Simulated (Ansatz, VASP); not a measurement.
**One calculation of BaLiF3, two programs**

Contents of INCAR:

```
SYSTEM = BaLiF3
ALGO = Normal
EDIFF = 1E-6
ENCUT = 520
GGA = CA
ISIF = 2
ISMEAR = 0
LASPH = .True.
LCHARG = .False.
LREAL = .False.
LWAVE = .False.
NBANDS = 25
NELM = 100
PREC = Accurate
SIGMA = 0.05
```

The input KPOINTS:

```
k-points
0
Gamma
  6 6 6
  0 0 0
```

POSCAR

```
BaLiF3
1.0
    3.8689241908      0.0000000000      0.0000000000
    0.0000000000      3.8689241908      0.0000000000
    0.0000000000      0.0000000000      3.9885816400
Ba Li F
1 1 3
Direct
    0.0000000000      0.0000000000      0.0000000000
    0.5000000000      0.5000000000      0.5000000000
    0.0000000000      0.5000000000      0.5000000000
    0.5000000000      0.5000000000      0.0000000000
    0.5000000000      0.0000000000      0.5000000000
```

Input for Ansatz:

```yaml
crystal:
  lattice:
    - [3.8689241908, 0.0, 0.0]
    - [0.0, 3.8689241908, 0.0]
    - [0.0, 0.0, 3.98858164]
  atoms:
    - { symbol: Ba, position: [0.0, 0.0, 0.0] }
    - { symbol: Li, position: [0.5, 0.5, 0.5] }
    - { symbol: F, position: [0.0, 0.5, 0.5] }
    - { symbol: F, position: [0.5, 0.5, 0.0] }
    - { symbol: F, position: [0.5, 0.0, 0.5] }
basis:
  ecutwfc: 420
kpoints:
  mp_grid: { grid: [6, 6, 6] }
hamiltonian:
  xc: lda
scf:
  occupations: { method: gaussian, width: 0.05 }
output:
  forces: true
  stress: true
  eigenvalues: true
```

Change from the starting cell: strain -0.030 along x and y, +0.000 along z, atoms carried along.

Alike in both runs: task single point; functional LDA; k mesh 6 × 6 × 6; occupations gaussian, width 0.05 eV; no spin polarisation.

```csv
,VASP,Ansatz
version,VASP 6.6.1,Ansatz 0.2.0
potentials or method,"VASP PAW LDA potentials, release 64 (Ba_sv, Li_sv, F), cutoff 520 eV","scalar-relativistic, plane waves, PAW"
valence electrons in the cell,34,34
```

Ansatz gave:

```
gap on the k mesh at the Fermi level (eV) : 6.48
least direct gap on the mesh (eV)         : 6.48
```

**Question.** What did VASP give for the same quantities?

**Answer.** gap on the k mesh at the Fermi level (eV): 6.38; least direct gap on the mesh (eV): 6.38.

LDA's correlation is that of Perdew and Zunger in VASP and of Perdew and Wang (1992) in Ansatz.

Neither program's run includes spin-orbit coupling. Noted on VASP's run: the cutoff is short for stress, so the pressure is rough.
